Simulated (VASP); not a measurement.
# Tl (Im-3m) in VASP: notebook

Tl is run at these levels: LDA; tasks: single point, relaxation of cell and atoms.

Everything below comes from runs of VASP 6.6.1. Logs are shortened: lines on timing, memory, paths and dates and some standing lists are left out, and cuts for length are marked.

**1. The cell of the first run**

It takes space group Im-3m (No. 229, cubic). The conventional cell has a = 3.792 Å, b = 3.792 Å, c = 3.792 Å, α = 90.00°, β = 90.00°, γ = 90.00°. Tl (site symmetry m-3m) has 14 Tl at 3.28 to 3.79 Å within 4.3 Å.

**2. Single point, LDA**

Contents of INCAR:

```
ALGO     = Normal         # electronic algorithm
EDIFF    = 1E-6           # SCF threshold, eV
ENCUT    = 520            # plane-wave cutoff, eV
ISIF     = 2              # what is computed and relaxed
ISMEAR   = -1             # smearing method
LASPH    = T              # aspherical terms in the spheres
LCHARG   = F              # write CHGCAR
LREAL    = F              # projectors in reciprocal space
LWAVE    = F              # write WAVECAR
NBANDS   = 12             # bands
NELM     = 100            # most SCF steps
PREC     = Accurate       # precision mode
SIGMA    = 0.05           # smearing width, eV
```

Contents of KPOINTS:

```
k-points
0
Gamma
  15 15 15
```

Contents of POSCAR:

```
Tl
1.0
   -1.8961139409      1.8961139409      1.8961139409
    1.8961139409     -1.8961139409      1.8961139409
    1.8961139409      1.8961139409     -1.8961139409
Tl
1
Direct
    0.0000000000      0.0000000000      0.0000000000
```

Potentials or basis: VASP PAW LDA potentials, release 64 (Tl_d).

Command:

```sh
cat potpaw_LDA.64/Tl_d/POTCAR > POTCAR
mpirun -np 1 vasp_std > vasp.out
```

OUTCAR:

```text
EDIFF = 1E-6
   ENCUT = 520
   ISIF = 2
   ISMEAR = -1
   LASPH = T
   LREAL = F
   NELM = 100
   PREC = Accurate

 ion  position               nearest neighbor table
   1  0.000  0.000  0.000-

  LATTYP: Found a body centered cubic cell.
 ALAT       =     3.7922278818

  Lattice vectors:

 A1 = (  -1.8961139409,   1.8961139409,   1.8961139409)
 A2 = (   1.8961139409,  -1.8961139409,   1.8961139409)
 A3 = (   1.8961139409,   1.8961139409,  -1.8961139409)

Analysis of symmetry for initial positions (statically):
=====================================================================
 Subroutine PRICEL returns:
 Original cell was already a primitive cell.

 Routine SETGRP: Setting up the symmetry group for a
 body centered cubic supercell.

 Subroutine GETGRP returns: Found 48 space group operations
[... 9 lines left out ...]

 Routine SETGRP: Setting up the symmetry group for a
 body centered cubic supercell.

 Subroutine GETGRP returns: Found 48 space group operations
[... 11 lines left out ...]
                                     Primitive cell

  volume of cell :      27.2680

  direct lattice vectors                    reciprocal lattice vectors
    -1.896113941  1.896113941  1.896113941     0.000000000  0.263697233  0.263697233
     1.896113941 -1.896113941  1.896113941     0.263697233  0.000000000  0.263697233
     1.896113941  1.896113941 -1.896113941     0.263697233  0.263697233  0.000000000

  length of vectors
     3.284165683  3.284165683  3.284165683     0.372924204  0.372924204  0.372924204

  position of ions in fractional coordinates (direct lattice)
     0.000000000  0.000000000  0.000000000

  ion indices of the primitive-cell ions
   primitive index   ion index
                 1           1

----------------------------------------------------------------------------------------

 KPOINTS: k-points

Automatic generation of k-mesh.
 Grid dimensions read from file:
 generate k-points for:   15   15   15

 Generating k-lattice:

  Cartesian coordinates                     Fractional coordinates (reciprocal lattice)
     0.000000000  0.017579816  0.017579816     0.066666667  0.000000000  0.000000000
     0.017579816  0.000000000  0.017579816     0.000000000  0.066666667  0.000000000
     0.017579816  0.017579816  0.000000000     0.000000000  0.000000000  0.066666667

  Length of vectors
     0.024861614  0.024861614  0.024861614

  Shift w.r.t. Gamma in fractional coordinates (k-lattice)
     0.000000000  0.000000000  0.000000000

 Subroutine IBZKPT returns following result:
 ===========================================

 Found    120 irreducible k-points:

 Following reciprocal coordinates:
            Coordinates               Weight
  0.000000  0.000000  0.000000      1.000000
  0.066667  0.000000  0.000000     12.000000
  0.133333  0.000000  0.000000     12.000000
  0.200000  0.000000  0.000000     12.000000
  0.266667  0.000000  0.000000     12.000000
  0.333333  0.000000  0.000000     12.000000
[... 16 lines left out ...]
  0.333333  0.200000  0.000000     48.000000
  0.400000  0.200000  0.000000     24.000000
 [... further k-points ...]
   k-points           NKPTS =    120   k-points in BZ     NKDIM =    120   number of bands    NBANDS=     12
   number of dos      NEDOS =    301   number of ions     NIONS =      1
   total plane-waves  NPLWV =  13824
   dimension x,y,z NGX =    24 NGY =   24 NGZ =   24
   dimension x,y,z NGXF=    48 NGYF=   48 NGZF=   48
   ions per type =               1
   NGX,Y,Z   is equivalent  to a cutoff of  12.15, 12.15, 12.15 a.u.
   NGXF,Y,Z  is equivalent  to a cutoff of  24.30, 24.30, 24.30 a.u.
 SYSTEM =  unknown system
   PREC   = accura    normal or accurate (medium, high low for compatibility)
   ISTART =      0    job   : 0-new  1-cont  2-samecut
   ICHARG =      2    charge: 1-file 2-atom 10-const
   ISPIN  =      1    spin polarized calculation?
   LNONCOLLINEAR =      F non collinear calculations
   LSORBIT =      F    spin-orbit coupling
   LASPH  =      T    aspherical Exc in radial PAW
   ENCUT  =  520.0 eV  38.22 Ry    6.18 a.u.   6.11  6.11  6.11*2*pi/ulx,y,z
   NELM   =    100;   NELMIN=  2; NELMDL= -5     # of ELM steps
   EDIFF  = 0.1E-05   stopping-criterion for ELM
   LREAL  =      F    real-space projection
   EDIFFG = 0.1E-04   stopping-criterion for IOM
   NSW    =      0    number of steps for IOM
   IBRION =     -1    ionic relax: 0-MD 1-quasi-New 2-CG
   NFREE  =      0    steps in history (QN), initial steepest desc. (CG)
   ISIF   =      2    stress and relaxation
   ISYM   =      2    0-nonsym 1-usesym 2-fastsym
   POTIM  = 0.5000    time-step for ionic-motion
   TEBEG  =    0.0;   TEEND  =   0.0 temperature during run
   PSTRESS=    0.0 pullay stress
   NELECT =      13.0000    total number of electrons
   NUPDOWN=      -1.0000    fix difference up-down
   EMIN   =  10.00;   EMAX   =-10.00  energy-range for DOS
   EFERMI =   0.00;   METHOD = LEGACY
   ISMEAR =    -1;   SIGMA  =   0.05  broadening in eV -4-tet -1-fermi 0-gaus
   EFERMI_NEDOS =   21; number of points for ismear=-14 and -15
   IALGO  =     38    algorithm
   IMIX   =      4    mixing-type and parameters
     AMIX     =   0.40;   BMIX     =  1.00
     AMIX_MAG =   1.60;   BMIX_MAG =  1.00
  volume/ion in A,a.u.               =      27.27       184.01
  Fermi-wavevector in a.u.,A,eV,Ry     =   1.278905  2.416779 22.253652  1.635597
  Thomas-Fermi vector in A             =   2.411421
   LORBIT       =      0    0 simple, 1 ext, 2 COOP (PROOUT), +10 PAW based schemes
   GGA     = CA    functional components
   LHFCALC =     F    Hartree Fock is set to
   AEXX    =    0.0000 exact exchange contribution
   IVDW    =     0    specifies the selected vdW correction
   LEPSILON=     F    determine dielectric tensor
   LRPA    =     F    only Hartree local field effects (RPA)
 non-spin polarized calculation
  energy-cutoff  :      520.00
  volume of cell :       27.27
 maximum number of plane-waves:       751
   NGX = 13   NGY = 13   NGZ = 13

 number of electron      12.9999998 magnetization

 Free energy of the ion-electron system (eV)
  ---------------------------------------------------
  ext. energy  EPLUGINS =         0.00000000
  ---------------------------------------------------
  free energy    TOTEN  =        -2.93021902 eV

  energy without entropy =       -2.92555051  energy(sigma->0) =       -2.92788477

 E-fermi :   6.8753     XC(G=0): -10.7437

 val. band max:        6.8682552384   @ k =   0.2000   0.2000   0.1333
 cond. band min:       6.8773598919   @ k =  -0.4667   0.4667   0.3333
 fundamental gap:      0.0091046536
 Fermi energy:         6.8753039089

 k-point     1 :       0.0000    0.0000    0.0000
  band No.  band energies     occupation
      1      -4.8952      2.00000
      2      -4.8952      2.00000
      3      -4.8952      2.00000
      4      -4.4038      2.00000
      5      -4.4038      2.00000
      6      -3.5912      2.00000
      7      18.0951      0.00000
      8      18.0951      0.00000
      9      18.0951      0.00000
     10      19.2702      0.00000
     11      19.2702      0.00000
     12      19.2702      0.00000

 k-point     2 :       0.0667    0.0000    0.0000
  band No.  band energies     occupation
      1      -4.9046      2.00000
      2      -4.8891      2.00000
      3      -4.8632      2.00000
      4      -4.4142      2.00000
      5      -4.4039      2.00000
      6      -3.4855      2.00000
      7      16.9507      0.00000
      8      17.6894      0.00000
      9      17.8273      0.00000
     10      18.9399      0.00000
     11      19.2128      0.00000
     12      19.2577      0.00000

 k-point     3 :       0.1333    0.0000    0.0000
  band No.  band energies     occupation
      1      -4.9310      2.00000
      2      -4.8814      2.00000
      3      -4.7709      2.00000
      4      -4.4408      2.00000
      5      -4.4040      2.00000
      6      -3.1601      2.00000
      7      14.6780      0.00000
      8      16.7510      0.00000
      9      17.0919      0.00000
     10      18.4956      0.00000
     11      19.0705      0.00000
     12      19.5089      0.00000

 k-point     4 :       0.2000    0.0000    0.0000
  band No.  band energies     occupation
      1      -4.9696      2.00000
      2      -4.8939      2.00000
      3      -4.6312      2.00000
      4      -4.4670      2.00000
      5      -4.4037      2.00000
      6      -2.6047      2.00000
      7      12.2640      0.00000
      8      15.6613      0.00000
      9      16.2234      0.00000
     10      18.0945      0.00000
     11      18.8997      0.00000
     12      20.0737      0.00000

 k-point     5 :       0.2667    0.0000    0.0000
  band No.  band energies     occupation
      1      -5.0135      2.00000
      2      -4.9379      2.00000
      3      -4.4749      2.00000
      4      -4.4649      2.00000
      5      -4.4029      2.00000
      6      -1.8212      2.00000
      7       9.9304      0.00000
      8      14.6290      0.00000
      9      15.4313      0.00000
     10      17.7857      0.00000
     11      18.7413      0.00000
     12      20.8767      0.00000

 k-point     6 :       0.3333    0.0000    0.0000
  band No.  band energies     occupation
      1      -5.0552      2.00000
      2      -5.0006      2.00000
      3      -4.4651      2.00000
      4      -4.4016      2.00000
      5      -4.2993      2.00000
      6      -0.8225      2.00000
      7       7.7480      0.00000
      8      13.7678      0.00000
      9      14.7974      0.00000
     10      17.5755      0.00000
     11      18.6157      0.00000
     12      21.8540      0.00000

 k-point     7 :       0.4000    0.0000    0.0000
  band No.  band energies     occupation
      1      -5.0874      2.00000
      2      -5.0581      2.00000
      3      -4.4497      2.00000
      4      -4.4003      2.00000
      5      -4.1649      2.00000
      6       0.3565      2.00000
      7       5.7727      2.00000
      8      13.1517      0.00000
      9      14.3592      0.00000
     10      17.4503      0.00000
     11      18.5305      0.00000
     12      22.8967      0.00000

 k-point     8 :       0.4667    0.0000    0.0000
  band No.  band energies     occupation
      1      -5.1050      2.00000
      2      -5.0915      2.00000
      3      -4.4393      2.00000
      4      -4.3994      2.00000
      5      -4.0894      2.00000
      6       1.5430      2.00000
      7       4.1863      2.00000
      8      12.8304      0.00000
      9      14.1359      0.00000
     10      17.3931      0.00000
     11      18.4877      0.00000
     12      23.4155      0.00000
[... 166 lines left out ...]
 k-point    20 :       0.4000    0.1333    0.0000
  band No.  band energies     occupation
      1      -5.0832      2.00000
      2      -4.9878      2.00000
      3      -4.4474      2.00000
      4      -4.4356      2.00000
      5      -4.1676      2.00000
      6       1.7433      2.00000
      7       4.5778      2.00000
      8      10.7922      0.00000
      9      13.6199      0.00000
     10      18.4323      0.00000
     11      20.7322      0.00000
     12      22.3938      0.00000

 k-point    21 :       0.2000    0.2000    0.0000
  band No.  band energies     occupation
      1      -5.0249      2.00000
      2      -4.8674      2.00000
      3      -4.4934      2.00000
      4      -4.4868      2.00000
      5      -4.3512      2.00000
      6      -0.6056      2.00000
      7       8.5483      0.00000
      8      10.9044      0.00000
      9      14.2695      0.00000
     10      19.3449      0.00000
     11      19.7221      0.00000
     12      22.5578      0.00000

 k-point    22 :       0.2667    0.2000   -0.0000
  band No.  band energies     occupation
      1      -5.0482      2.00000
      2      -4.8641      2.00000
      3      -4.4900      2.00000
      4      -4.4698      2.00000
      5      -4.2963      2.00000
      6       0.4335      2.00000
      7       7.0537      0.05493
      8       9.8547      0.00000
      9      13.8226      0.00000
     10      19.2615      0.00000
     11      20.3252      0.00000
     12      22.9506      0.00000

 k-point    23 :       0.3333    0.2000    0.0000
  band No.  band energies     occupation
      1      -5.0645      2.00000
      2      -4.8736      2.00000
      3      -4.4937      2.00000
      4      -4.4437      2.00000
      5      -4.2505      2.00000
      6       1.5305      2.00000
      7       5.5968      2.00000
      8       9.2880      0.00000
      9      13.5428      0.00000
     10      19.1401      0.00000
     11      21.1772      0.00000
     12      22.7278      0.00000

 k-point    24 :       0.4000    0.2000    0.0000
  band No.  band energies     occupation
      1      -5.0704      2.00000
      2      -4.8788      2.00000
      3      -4.4953      2.00000
      4      -4.4332      2.00000
      5      -4.2324      2.00000
      6       2.1758      2.00000
      7       4.8183      2.00000
      8       9.1081      0.00000
      9      13.4477      0.00000
     10      19.0986      0.00000
     11      22.0366      0.00000
     12      22.1388      0.00000

 [... further k-points ...]
[... 5 lines left out ...]
  --------------------------------------------------------------------------------------
  -------------------------------------------------------------------------------------
  Total        0.0178355      0.0178355      0.0178355      0.0000000     -0.0000000      0.0000000
  in kB        1.0479520      1.0479520      1.0479520      0.0000000     -0.0000000      0.0000000
  external PRESSURE =       1.0479520 kB  Pullay stress =       0.0000000 kB

 VOLUME and BASIS-vectors are now :
 -----------------------------------------------------------------------------
  energy-cutoff  :      520.00
  volume of cell :       27.27
      direct lattice vectors                 reciprocal lattice vectors
    -1.896113941  1.896113941  1.896113941     0.000000000  0.263697233  0.263697233
     1.896113941 -1.896113941  1.896113941     0.263697233  0.000000000  0.263697233
     1.896113941  1.896113941 -1.896113941     0.263697233  0.263697233  0.000000000

 POSITION                                       TOTAL-FORCE (eV/Angst)
 -----------------------------------------------------------------------------------
      0.00000      0.00000      0.00000        -0.000000     -0.000000      0.000000
 -----------------------------------------------------------------------------------
    total drift:                               -0.000000      0.000000      0.000000

  FREE ENERGIE OF THE ION-ELECTRON SYSTEM (eV)
  ---------------------------------------------------
  free  energy   TOTEN  =        -2.9302190248 eV

  energy  without entropy=       -2.9255505108  energy(sigma->0) =       -2.92788477
```

It took 14 s on 1 thread of AMD EPYC 7R13 (Zen 3), shared host; peak memory 0.12 GiB.

What came out:

- Free energy: -2.9302 eV
- Pressure: 0.1 GPa

Levels at points of the mesh, in eV from the Fermi level:
```tsv
k point	band 3	band 4	band 5	band 6	band 7	band 8	band 9	band 10
(0.00, 0.00, 0.00)	-11.77	-11.28	-11.28	-10.47	11.22	11.22	11.22	12.39
```

Caveat: spin-orbit coupling is left out, which moves the levels of the heavy elements.

**3. Relaxation of cell and atoms, LDA**

Contents of INCAR:

```
SYSTEM = Tl
PREC     = Accurate       ! precision mode
ENCUT    = 600            ! plane-wave cutoff, eV
EDIFF    = 1E-6           ! SCF threshold, eV
ISMEAR   = -1             ! smearing method
SIGMA    = 0.05           ! smearing width, eV
LREAL    = .FALSE.        ! projectors in reciprocal space
LASPH    = .TRUE.         ! aspherical terms in the spheres
NELM     = 100            ! most SCF steps
ALGO     = Normal         ! electronic algorithm
ISIF     = 3              ! what is computed and relaxed
LWAVE    = .FALSE.        ! write WAVECAR
LCHARG   = .FALSE.        ! write CHGCAR
IBRION   = 2              ! ionic algorithm
NSW      = 60             ! ionic steps
EDIFFG   = -0.005         ! ionic threshold
```

Contents of KPOINTS:

```
Automatic mesh
0
G
  15 15 15
  0 0 0
```

POSCAR is that of step 2.

Potentials or basis: VASP PAW LDA potentials, release 64 (Tl_d).

Command:

```sh
cat potpaw_LDA.64/Tl_d/POTCAR > POTCAR
mpirun -np 1 vasp_std > vasp.out
```

Wall time 69 s (1 thread of AMD EPYC 7R13 (Zen 3), shared host); peak memory 0.14 GiB.

The run converged. Its results:

```yaml
Free_energy: -2.9303 eV
Relaxed_volume: 27.36 Å³/atom
Relaxed_cell: a = 3.288 Å, b = 3.288 Å, c = 3.288 Å, α = 109.47°, β = 109.47°, γ = 109.47°
Space_group_after_relaxing_to_0.05_Å: Im-3m (No. 229)
Energy_gained_by_relaxing: 0.0 meV/atom
Ionic_steps: 3
Pressure_after_relaxing: 0.0 GPa
```

Final structure:
```yaml
crystal:
  lattice:
    - [-1.89825, 1.89825, 1.89825]
    - [1.89825, -1.89825, 1.89825]
    - [1.89825, 1.89825, -1.89825]
  atoms:
    - { symbol: Tl, position: [0.00000, 0.00000, 0.00000] }
```

Levels at points of the mesh, in eV from the Fermi level:
| k point | band 4 | band 5 | band 6 | band 7 | band 8 | band 9 |
| --- | --- | --- | --- | --- | --- | --- |
| (0.00, 0.00, 0.00) | -11.28 | -11.28 | -10.44 | 11.18 | 11.18 | 11.18 |

Caveat: spin-orbit coupling is left out, which moves the levels of the heavy elements.
